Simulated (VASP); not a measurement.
Here is a VASP 6.6.1 calculation.

The input INCAR:

```
ALGO = Normal
EDIFF = 1E-6
ENCUT = 500
GGA = PE
GGA_COMPAT = False
ISIF = 2
ISMEAR = 0
LASPH = True
LCHARG = False
LREAL = False
LWAVE = False
NBANDS = 65
NELM = 120
PREC = Accurate
SIGMA = 0.02
```

The input KPOINTS:

```
k-points
0
Gamma
  6 6 6
```

POSCAR

```
CaIr2S4
1.0
    0.0000000000      5.1414381081      5.1414381081
    5.1414381081      0.0000000000      5.1414381081
    5.1414381081      5.1414381081      0.0000000000
Ca Ir S
2 4 8
Direct
    0.2500000000      0.2500000000      0.2500000000
    0.0000000000      0.0000000000      0.0000000000
    0.1250000000      0.6250000000      0.6250000000
    0.6250000000      0.6250000000      0.1250000000
    0.6250000000      0.6250000000      0.6250000000
    0.6250000000      0.1250000000      0.6250000000
    0.3961402555      0.3961402555      0.3961402555
    0.8538597445      0.4384207665      0.8538597445
    0.3961402555      0.3961402555      0.8115792335
    0.8538597445      0.8538597445      0.8538597445
    0.4384207665      0.8538597445      0.8538597445
    0.8538597445      0.8538597445      0.4384207665
    0.3961402555      0.8115792335      0.3961402555
    0.8115792335      0.3961402555      0.3961402555
```

Potentials or basis: VASP PAW PBE potentials, release 64 (Ca_sv, Ir, S).

Command:

```bash
$ cat potpaw_PBE.64/Ca_sv/POTCAR potpaw_PBE.64/Ir/POTCAR potpaw_PBE.64/S/POTCAR > POTCAR
$ mpirun -np 1 vasp_std > vasp.out
```

Task: Estimate the pressure.

Result: 7.5 GPa.

Task: Estimate the band gap on the k mesh.

Result: 1.36 eV.

Task: Predict the largest force.

Result: 0.013 eV/Å.

Forces in eV/Å, atoms in the order of the input:
```
Ca   0.000  0.000  0.000
Ca   0.000  0.000  0.000
Ir   0.000  0.000  0.000
Ir   0.000  0.000  0.000
Ir   0.000  0.000  0.000
Ir   0.000  0.000  0.000
S   -0.007 -0.007 -0.007
S   -0.007  0.007 -0.007
S    0.007  0.007 -0.007
S    0.007  0.007  0.007
S    0.007 -0.007 -0.007
S   -0.007 -0.007  0.007
S    0.007 -0.007  0.007
S   -0.007  0.007  0.007
```

Caveat: the cell stands under pressure; spin-orbit coupling is left out, which moves the levels of the heavy elements. A k mesh can miss the band edges.
